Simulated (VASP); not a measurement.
Runs of VASP 6.6.1 on AlN. The structure is that of space group Fm-3m (No. 225), or close to it. The cells are those of the table. 

```tsv
cell	gap on the mesh (eV)	pressure (GPa)
a = 2.728 Å, angles 60.0°, 2 atoms	4.85	(b)
a = 2.839 Å, angles 60.0°, 2 atoms	4.76	(a)
a = 2.803 Å, angles 60.0°, 2 atoms	5.03	17.8
a = 2.747 Å, angles 60.0°, 2 atoms	4.90	40.4
a = 2.766 Å, angles 60.0°, 2 atoms	4.94	32.2
a = 2.821 Å, angles 60.0°, 2 atoms	4.94	(c)
```

Alike in all rows: task single point; level PBEsol; potentials or basis VASP PAW PBE potentials, release 64 (Al, N); no spin polarisation; k mesh 8 × 8 × 8; cutoff (eV) 600; smearing gaussian 0.01 eV.

Q: Fill in the values left out.

A: (a) 5.9; (b) 49.5; (c) 11.6.

Caveats: the PAW data sets were made with another functional, which shifts forces and pressure a little.

A k mesh can miss the band edges.
